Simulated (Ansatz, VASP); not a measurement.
Two plane-wave programs on AlN

```xyz
2
Lattice="0.0000 1.9382 1.9382 1.9382 0.0000 1.9382 1.9382 1.9382 0.0000" Properties=species:S:1:pos:R:3 pbc="T T T"
Al    0.0000    0.0000    0.0000
N     1.9382    1.9382    1.9382
```

Change from the starting cell: volume scaled by 0.88, PAW files.

Alike in both runs: task single point; functional PBEsol; k mesh 17 × 17 × 17; occupations fermi-dirac, width 0.1 eV; no spin polarisation.

|  | VASP | Ansatz |
| --- | --- | --- |
| version | VASP 6.6.1 | Ansatz 0.2.0 |
| potentials or method | VASP PAW PBE potentials, release 64 (Al, N) | PAW with Ansatz's default frozen-core files, scalar-relativistic |
| plane-wave cutoff (eV) | 520 | 420 |
| valence electrons in the cell | 8 | 8 |

Ansatz gave:

* gap on the k mesh at the Fermi level (eV): 4.92
* pressure (GPa): 43.2

Question: Estimate VASP's values.

Answer: gap on the k mesh at the Fermi level (eV): 4.91; pressure (GPa): 43.2.

VASP's potentials were made for PBE, not for PBEsol. Both programs put the cell under a high pressure, so it lies far from rest at this level. With one functional, cell and mesh, what is left measures potentials, basis and numerics.
